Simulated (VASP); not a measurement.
# MoS2 (P6_3/mmc) in VASP: further runs

Aim: see how the results for MoS2 move with the level of theory and the settings. Levels: PBEsol, revPBE+D4. Tasks: relaxation of shape and atoms at fixed volume, single point.

Program: VASP 6.6.1. These are calculated values, not measurements. Logs are shortened: lines on timing, memory, paths and dates and some standing lists are left out, and cuts for length are marked.

**The experiment to reproduce.**

From “Multiwavelength excitation Raman Scattering Analysis of bulk and 2 dimensional MoS2: Vibrational properties of atomically thin MoS2 layers”, 2015, arxiv:1506.03228, for a bulk crystal of MoS2 at 300 K: band gap 1.3 eV (indirect).

The runs below are set against these values where they give the same quantity.

**1. The cell of the first run**

The structure is hexagonal, space group P6_3/mmc (No. 194). The conventional cell has a = 3.132 Å, b = 3.132 Å, c = 12.704 Å, α = 90.00°, β = 90.00°, γ = 120.00°. Within 3.2 Å of Mo (site symmetry -6m2) lie 6 S at 2.38 Å and 6 Mo at 3.13 Å. Within 3.2 Å of S (site symmetry 3m) lie 3 Mo at 2.38 Å and 7 S at 3.10 to 3.13 Å.

**2. Relaxation of shape and atoms at fixed volume, PBEsol, collinear spin (17.99 Å³/atom)**

INCAR

```
SYSTEM = MoS2
ALGO = Normal
EDIFF = 1E-7
EDIFFG = -0.01
ENCUT = 500
GGA = PS
GGA_COMPAT = .FALSE.
IBRION = 2
ISIF = 4
ISMEAR = 0
ISPIN = 2
LASPH = .TRUE.
LCHARG = .FALSE.
LMAXMIX = 4
LORBIT = 11
LREAL = .FALSE.
LWAVE = .FALSE.
MAGMOM = 0.05 0.05 0 0 0 0
NELM = 200
NELMIN = 4
NSW = 60
PREC = Accurate
SIGMA = 0.05
```

KPOINTS

```
k-points
0
G
  8 8 2
  0 0 0
```

POSCAR

```
MoS2
1.0
    3.1322551474      0.0000000000      0.0000000000
   -1.5661275737      2.7126125288      0.0000000000
    0.0000000000      0.0000000000     12.7036000716
Mo S
2 4
Direct
    0.3333333333      0.6666666667      0.2500000000
    0.6666666667      0.3333333333      0.7500000000
    0.3333333333      0.6666666667      0.6279278504
    0.6666666667      0.3333333333      0.1279278504
    0.3333333333      0.6666666667      0.8720721496
    0.6666666667      0.3333333333      0.3720721496
```

Potentials or basis: VASP PAW PBE potentials, release 64 (Mo_sv, S).

On the command line:

```
> cat potpaw_PBE.64/Mo_sv/POTCAR potpaw_PBE.64/S/POTCAR > POTCAR
> mpirun -np 1 vasp_std > vasp.out
```

OUTCAR:

```text
SYSTEM = MoS2
   EDIFF = 1E-7
   EDIFFG = -0.01
   ENCUT = 500
   GGA = PS
   IBRION = 2
   ISIF = 4
   ISMEAR = 0
   ISPIN = 2
   LASPH = .TRUE.
   LORBIT = 11
   LREAL = .FALSE.
   NELM = 200
   NELMIN = 4
   NSW = 60
   PREC = Accurate

 ion  position               nearest neighbor table
   1  0.333  0.667  0.250-   4 2.38   6 2.38   4 2.38   6 2.38   4 2.38   6 2.38
   2  0.667  0.333  0.750-   3 2.38   5 2.38   3 2.38   5 2.38   3 2.38   5 2.38
   3  0.333  0.667  0.628-   2 2.38   2 2.38   2 2.38
   4  0.667  0.333  0.128-   1 2.38   1 2.38   1 2.38
   5  0.333  0.667  0.872-   2 2.38   2 2.38   2 2.38
   6  0.667  0.333  0.372-   1 2.38   1 2.38   1 2.38

  LATTYP: Found a hexagonal cell.
 ALAT       =     3.1322551474
 C/A-ratio  =     4.0557360348

  Lattice vectors:

 A1 = (   3.1322551474,   0.0000000000,   0.0000000000)
 A2 = (  -1.5661275737,   2.7126125288,   0.0000000000)
 A3 = (   0.0000000000,   0.0000000000,  12.7036000716)

Analysis of symmetry for initial positions (statically):
=====================================================================
 Subroutine PRICEL returns:
 Original cell was already a primitive cell.

 Routine SETGRP: Setting up the symmetry group for a
 hexagonal supercell.

 Subroutine GETGRP returns: Found 24 space group operations
 (whereof 12 operations were pure point group operations)
 out of a pool of 24 trial point group operations.

The static configuration has the point symmetry D_3d.
 The point group associated with its full space group is D_6h.

Analysis of symmetry for dynamics (positions and initial velocities):
=====================================================================
 Subroutine PRICEL returns:
 Original cell was already a primitive cell.

 Routine SETGRP: Setting up the symmetry group for a
 hexagonal supercell.

 Subroutine GETGRP returns: Found 24 space group operations
 (whereof 12 operations were pure point group operations)
 out of a pool of 24 trial point group operations.

The dynamic configuration has the point symmetry D_3d.
 The point group associated with its full space group is D_6h.

Analysis of structural, dynamic, and magnetic symmetry:
=====================================================================
 Subroutine PRICEL returns:
 Original cell was already a primitive cell.

 Routine SETGRP: Setting up the symmetry group for a
 hexagonal supercell.

 Subroutine GETGRP returns: Found 24 space group operations
 (whereof 12 operations were pure point group operations)
 out of a pool of 24 trial point group operations.

The overall configuration has the point symmetry D_3d.
 The point group associated with its full space group is D_6h.

 Subroutine INISYM returns: Found 24 space group operations
 (whereof 12 operations are pure point group operations),
 and found     1 'primitive' translations

----------------------------------------------------------------------------------------

                                     Primitive cell

  volume of cell :     107.9373

  direct lattice vectors                    reciprocal lattice vectors
     3.132255147  0.000000000  0.000000000     0.319258794  0.184324150  0.000000000
    -1.566127574  2.712612529  0.000000000     0.000000000  0.368648301  0.000000000
     0.000000000  0.000000000 12.703600072     0.000000000  0.000000000  0.078717843

  length of vectors
     3.132255147  3.132255147 12.703600072     0.368648301  0.368648301  0.078717843

  position of ions in fractional coordinates (direct lattice)
     0.333333333  0.666666667  0.250000000
     0.666666667  0.333333333  0.750000000
     0.333333333  0.666666667  0.627927850
     0.666666667  0.333333333  0.127927850
     0.333333333  0.666666667  0.872072150
     0.666666667  0.333333333  0.372072150

  ion indices of the primitive-cell ions
   primitive index   ion index
                 1           1
                 2           2
                 3           3
                 4           4
                 5           5
                 6           6

----------------------------------------------------------------------------------------

 KPOINTS: k-points

Automatic generation of k-mesh.
 Grid dimensions read from file:
 generate k-points for:    8    8    2

 Generating k-lattice:

  Cartesian coordinates                     Fractional coordinates (reciprocal lattice)
     0.039907349  0.023040519  0.000000000     0.125000000  0.000000000  0.000000000
     0.000000000  0.046081038  0.000000000     0.000000000  0.125000000  0.000000000
     0.000000000  0.000000000  0.039358922     0.000000000  0.000000000  0.500000000

  Length of vectors
     0.046081038  0.046081038  0.039358922

  Shift w.r.t. Gamma in fractional coordinates (k-lattice)
     0.000000000  0.000000000  0.000000000

 Subroutine IBZKPT returns following result:
 ===========================================

 Found     20 irreducible k-points:

 Following reciprocal coordinates:
            Coordinates               Weight
  0.000000  0.000000  0.000000      1.000000
  0.125000  0.000000  0.000000      6.000000
  0.250000  0.000000  0.000000      6.000000
  0.375000 -0.000000  0.000000      6.000000
  0.500000  0.000000  0.000000      3.000000
  0.125000  0.125000  0.000000      6.000000
[... 12 lines left out ...]
  0.250000  0.250000  0.500000      6.000000
  0.375000  0.250000  0.500000      6.000000
   k-points           NKPTS =     20   k-points in BZ     NKDIM =     20   number of bands    NBANDS=     31
   number of dos      NEDOS =    301   number of ions     NIONS =      6
   total plane-waves  NPLWV =  55296
   dimension x,y,z NGX =    24 NGY =   24 NGZ =   96
   dimension x,y,z NGXF=    48 NGYF=   48 NGZF=  192
   ions per type =               2   4
   NGX,Y,Z   is equivalent  to a cutoff of  12.74, 12.74, 12.56 a.u.
   NGXF,Y,Z  is equivalent  to a cutoff of  25.48, 25.48, 25.13 a.u.
 SYSTEM =  MoS2
   PREC   = accura    normal or accurate (medium, high low for compatibility)
   ISTART =      0    job   : 0-new  1-cont  2-samecut
   ICHARG =      2    charge: 1-file 2-atom 10-const
   ISPIN  =      2    spin polarized calculation?
   LNONCOLLINEAR =      F non collinear calculations
   LSORBIT =      F    spin-orbit coupling
   LASPH  =      T    aspherical Exc in radial PAW
   ENCUT  =  500.0 eV  36.75 Ry    6.06 a.u.   5.71  5.71 23.16*2*pi/ulx,y,z
   NELM   =    200;   NELMIN=  4; NELMDL= -5     # of ELM steps
   EDIFF  = 0.1E-06   stopping-criterion for ELM
   LREAL  =      F    real-space projection
   EDIFFG = -.1E-01   stopping-criterion for IOM
   NSW    =     60    number of steps for IOM
   IBRION =      2    ionic relax: 0-MD 1-quasi-New 2-CG
   NFREE  =      1    steps in history (QN), initial steepest desc. (CG)
   ISIF   =      4    stress and relaxation
   ISYM   =      2    0-nonsym 1-usesym 2-fastsym
   POTIM  = 0.5000    time-step for ionic-motion
   TEBEG  =    0.0;   TEEND  =   0.0 temperature during run
   PSTRESS=    0.0 pullay stress
   NELECT =      52.0000    total number of electrons
   NUPDOWN=      -1.0000    fix difference up-down
   EMIN   =  10.00;   EMAX   =-10.00  energy-range for DOS
   EFERMI =   0.00;   METHOD = LEGACY
   ISMEAR =     0;   SIGMA  =   0.05  broadening in eV -4-tet -1-fermi 0-gaus
   EFERMI_NEDOS =   21; number of points for ismear=-14 and -15
   IALGO  =     38    algorithm
   IMIX   =      4    mixing-type and parameters
     AMIX     =   0.40;   BMIX     =  1.00
     AMIX_MAG =   1.60;   BMIX_MAG =  1.00
  volume/ion in A,a.u.               =      17.99       121.40
  Fermi-wavevector in a.u.,A,eV,Ry     =   1.283370  2.425219 22.409337  1.647040
  Thomas-Fermi vector in A             =   2.415627
   LORBIT       =     11    0 simple, 1 ext, 2 COOP (PROOUT), +10 PAW based schemes
   GGA     = PS    functional components
   LHFCALC =     F    Hartree Fock is set to
   AEXX    =    0.0000 exact exchange contribution
   IVDW    =     0    specifies the selected vdW correction
   LEPSILON=     F    determine dielectric tensor
   LRPA    =     F    only Hartree local field effects (RPA)
 conjugate gradient relaxation of ions
 spin polarized calculation
 Gauss-broadening in eV      SIGMA  =   0.05
  energy-cutoff  :      500.00
  volume of cell :      107.94
 maximum number of plane-waves:      2770
 NGX is ok and might be reduce to    24
   NGX = 11   NGY = 11   NGZ = 47

--------------------------------------- Ionic step        1  -------------------------------------------

 number of electron      52.0000001 magnetization       0.0000041

 Free energy of the ion-electron system (eV)
  ---------------------------------------------------
  ext. energy  EPLUGINS =         0.00000000
  ---------------------------------------------------
  free energy    TOTEN  =       -46.89708312 eV

  energy without entropy =      -46.89708312  energy(sigma->0) =      -46.89708312

------------------------ aborting loop because EDIFF is reached ----------------------------------------

  FORCE on cell =-STRESS in cart. coord.  units (eV):
  Direction    XX          YY          ZZ          XY          YZ          ZX
  --------------------------------------------------------------------------------------
  -------------------------------------------------------------------------------------
  Total        1.0266511      1.0266511      1.2913832      0.0000000     -0.0000000      0.0000000
  in kB       15.2391848     15.2391848     19.1687600      0.0000000     -0.0000000      0.0000000
  external PRESSURE =      16.5490432 kB  Pullay stress =       0.0000000 kB
[... 189 lines left out ...]
--------------------------------------- Ionic step        6  -------------------------------------------

 number of electron      52.0000001 magnetization      -0.0000000

 number of electron      52.0000001 magnetization       0.0000000

 Free energy of the ion-electron system (eV)
  ---------------------------------------------------
  ext. energy  EPLUGINS =         0.00000000
  ---------------------------------------------------
  free energy    TOTEN  =       -46.90465784 eV

  energy without entropy =      -46.90465784  energy(sigma->0) =      -46.90465784

 E-fermi :   7.4486     XC(G=0): -10.8966

 val. band max:        7.1987147431   @ k =   0.0000   0.0000   0.0000
 cond. band min:       8.3122942820   @ k =   0.2500   0.1250   0.0000
 fundamental gap:      1.1135795389
 Fermi energy:         7.4485969001

 spin component 1

 k-point     1 :       0.0000    0.0000    0.0000
  band No.  band energies     occupation
      1     -54.0750      1.00000
      2     -54.0750      1.00000
      3     -28.2857      1.00000
      4     -28.2857      1.00000
      5     -28.0244      1.00000
      6     -28.0244      1.00000
[... 669 lines left out ...]
     30       9.7119      0.00000
     31      10.1484      0.00000
 Fermi energy:         7.4485969001

 spin component 2

 k-point     1 :       0.0000    0.0000    0.0000
  band No.  band energies     occupation
      1     -54.0751      1.00000
      2     -54.0750      1.00000
      3     -28.2857      1.00000
      4     -28.2857      1.00000
      5     -28.0244      1.00000
      6     -28.0244      1.00000
[... 702 lines left out ...]
  FREE ENERGIE OF THE ION-ELECTRON SYSTEM (eV)
  ---------------------------------------------------
  free  energy   TOTEN  =       -46.9046578436 eV

  energy  without entropy=      -46.9046578436  energy(sigma->0) =      -46.90465784

 reached required accuracy - stopping structural energy minimisation

 total charge

# of ion       s       p       d       tot
------------------------------------------
    1        2.300   6.230   3.992  12.522
    2        2.300   6.230   3.992  12.522
    3        1.358   2.326   0.000   3.684
    4        1.358   2.326   0.000   3.684
    5        1.358   2.326   0.000   3.684
    6        1.358   2.326   0.000   3.684
--------------------------------------------------
tot         10.031  21.764   7.984  39.779

 magnetization (x)

# of ion       s       p       d       tot
------------------------------------------
    1       -0.000  -0.000  -0.000  -0.000
    2       -0.000  -0.000  -0.000  -0.000
    3        0.000   0.000   0.000   0.000
    4        0.000   0.000   0.000   0.000
    5        0.000   0.000   0.000   0.000
    6        0.000   0.000   0.000   0.000
--------------------------------------------------
tot          0.000   0.000  -0.000  -0.000
```

Wall time 15 min (1 thread of AMD EPYC 9755, shared host); peak memory 0.28 GiB.

What came out:

* Free energy: -46.9047 eV
* Energy gained by relaxing: 1.3 meV/atom
* Ionic steps: 6
* Pressure after relaxing: -0.1 GPa
* Largest force after relaxing: 0.003 eV/Å
* Band gap on the k mesh: 1.11 eV (least direct gap 2.03 eV)
* Net moment: 0.00 μB per cell
* Valence electrons inside the program's atomic spheres: Mo 12.52; S 3.68

Forces on the atoms (eV/Å):
```
Mo   0.000  0.000  0.000
Mo   0.000  0.000  0.000
S    0.000  0.000 -0.003
S    0.000  0.000 -0.003
S    0.000  0.000  0.003
S    0.000  0.000  0.003
```

Step by step:
| step | energy change (eV) | largest force (eV/Å) | pressure (GPa) | volume (Å³) |
| --- | --- | --- | --- | --- |
| 1 | 0.0000 | 0.2332 | 1.65 | 107.94 |
| 2 | -0.0044 | 0.0163 | 0.48 | 107.94 |
| 3 | -0.0046 | 0.0220 | 0.66 | 107.94 |
| 4 | -0.0066 | 0.0141 | 0.34 | 107.94 |
| 5 | -0.0075 | 0.0007 | -0.19 | 107.94 |
| 6 | -0.0076 | 0.0031 | -0.10 | 107.94 |

Final structure:
```
Mo S
1.0
     3.14246    0.00000    0.00000
    -1.57123    2.72145    0.00000
     0.00000    0.00000   12.62124
Mo S
2 4
Cartesian
  0.0000 1.8143 3.1553
  1.5712 0.9071 9.4659
  0.0000 1.8143 7.9072
  1.5712 0.9071 1.5966
  0.0000 1.8143 11.0246
  1.5712 0.9071 4.7140
```

Caveat: the PAW data sets were made with another functional, which shifts forces and pressure a little; this functional lacks dispersion, which binds layers or chains, so the pressure and a relaxed spacing across them are unreliable.

**3. Single point, revPBE+D4, collinear spin (16.79 Å³/atom)**

This run uses another cell than the first one, of 16.79 Å³/atom.

INCAR

```
PREC     = Accurate       # precision mode
ENCUT    = 500            # plane-wave cutoff, eV
EDIFF    = 1E-6           # SCF threshold, eV
ISMEAR   = 0              # smearing method
SIGMA    = 0.05           # smearing width, eV
LREAL    = False          # projectors in reciprocal space
LASPH    = True           # aspherical terms in the spheres
NELM     = 200            # most SCF steps
ALGO     = Normal         # electronic algorithm
ISIF     = 2              # what is computed and relaxed
LWAVE    = False          # write WAVECAR
LCHARG   = False          # write CHGCAR
ISPIN    = 2              # spin polarisation
MAGMOM   = 0.05 0.05 0 0 0 0 # initial moments
LORBIT   = 11             # projections on sites
LMAXMIX  = 4              # l up to which the mixer works
GGA      = RE             # functional
IVDW     = 13             # dispersion correction
NBANDS   = 39             # bands
GGA_COMPAT= False
```

KPOINTS

```
regular mesh
0
Gamma
  8 8 2
```

POSCAR

```
MoS2
1.0
    3.1376172778      0.0000000000      0.0000000000
   -1.5688086389      2.7172562699      0.0000000000
    0.0000000000      0.0000000000     11.8193656410
Mo S
2 4
Direct
    0.3333333333      0.6666666667      0.2500000000
    0.6666666667      0.3333333333      0.7500000000
    0.3333333333      0.6666666667      0.6173948370
    0.6666666667      0.3333333333      0.1173948370
    0.3333333333      0.6666666667      0.8826051630
    0.6666666667      0.3333333333      0.3826051630
```

Potentials or basis: VASP PAW PBE potentials, release 64 (Mo_sv, S).

On the command line:

```
> cat potpaw_PBE.64/Mo_sv/POTCAR potpaw_PBE.64/S/POTCAR > POTCAR
> mpirun -np 1 vasp_std > vasp.out
```

It took 3.1 min on 1 thread of Oxide Virtual Turin-like, shared host; peak memory 0.27 GiB.

The run converged. Its results:

```yaml
Free_energy: -46.1393 eV
Pressure: -0.3 GPa
Largest_force: 0.040 eV/Å
Band_gap_on_the_k_mesh: 0.80 eV (least direct gap 1.98 eV)
Net_moment: 0.00 μB per cell
Valence_electrons_inside_the_program's_atomic_spheres: Mo 12.50; S 3.72
Dispersion_energy_per_atom: -0.830 eV
```

Forces on the atoms (eV/Å):
```
Mo   0.000  0.000  0.000
Mo   0.000  0.000  0.000
S    0.000  0.000  0.040
S    0.000  0.000  0.040
S    0.000  0.000 -0.040
S    0.000  0.000 -0.040
```

Stress tensor (GPa, compression positive):
```
-0.24  0.00  0.00
 0.00 -0.24  0.00
 0.00  0.00 -0.40
```

Levels at points of the mesh, in eV from the valence-band top:
Spin up:
```tsv
k point	band 24	band 25	band 26	band 27	band 28	band 29
(0.00, 0.00, 0.00)	-1.39	-0.99	0.00	2.02	2.02	2.07
(0.50, 0.00, 0.00)	-1.61	-1.56	-1.41	1.58	1.65	1.94
(0.00, 0.00, 0.50)	-2.25	-0.25	-0.25	2.02	2.02	2.02
(0.50, 0.00, 0.50)	-1.73	-1.49	-1.49	1.61	1.61	2.14
```
Spin down:
```tsv
k point	band 24	band 25	band 26	band 27	band 28	band 29
(0.00, 0.00, 0.00)	-1.39	-0.99	0.00	2.02	2.02	2.07
(0.50, 0.00, 0.00)	-1.61	-1.56	-1.41	1.58	1.65	1.94
(0.00, 0.00, 0.50)	-2.25	-0.25	-0.25	2.02	2.02	2.02
(0.50, 0.00, 0.50)	-1.73	-1.49	-1.49	1.61	1.61	2.14
```

Caveat: the PAW data sets were made with another functional, which shifts forces and pressure a little.

(Part 1 of 3 ends here.)
